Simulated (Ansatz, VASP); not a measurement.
## Al3GaN4 in VASP and in Ansatz

```
Al Ga N
1.0
     4.40699    0.00000    0.00000
     0.00000    4.40699    0.00000
     0.00000    0.00000    4.40699
Al Ga N
3 1 4
Direct
  0.50000 0.50000 0.00000
  0.50000 0.00000 0.50000
  0.00000 0.50000 0.50000
  0.00000 0.00000 0.00000
  0.74471 0.74471 0.25529
  0.74471 0.25529 0.74471
  0.25529 0.74471 0.74471
  0.25529 0.25529 0.25529
```

Alike in both runs: functional PBEsol; k mesh 6 × 6 × 6; occupations gaussian, width 0.02 eV; no spin polarisation.

Ansatz relaxed the structure, and its values are those at the end. VASP's run is a single point on that final structure, the one shown.

|  | VASP | Ansatz |
| --- | --- | --- |
| version | VASP 6.6.1 | Ansatz 0.2.0 |
| potentials or method | VASP PAW PBE potentials, release 64 (Al, Ga_d, N), cutoff 520 eV | scalar-relativistic, plane waves, PAW |
| valence electrons in the cell | 42 | 42 |

```tsv
	VASP	Ansatz	Ansatz less VASP
gap on the k mesh at the Fermi level (eV)	3.32	3.32	+0.005
least direct gap on the mesh (eV)	3.32	3.32	+0.005
pressure (GPa)	-0.1	0.0	+0.08
rms of the force components (eV/Å)	0.003	0.000	-0.0032
```

VASP's potentials were made for PBE, not for PBEsol.
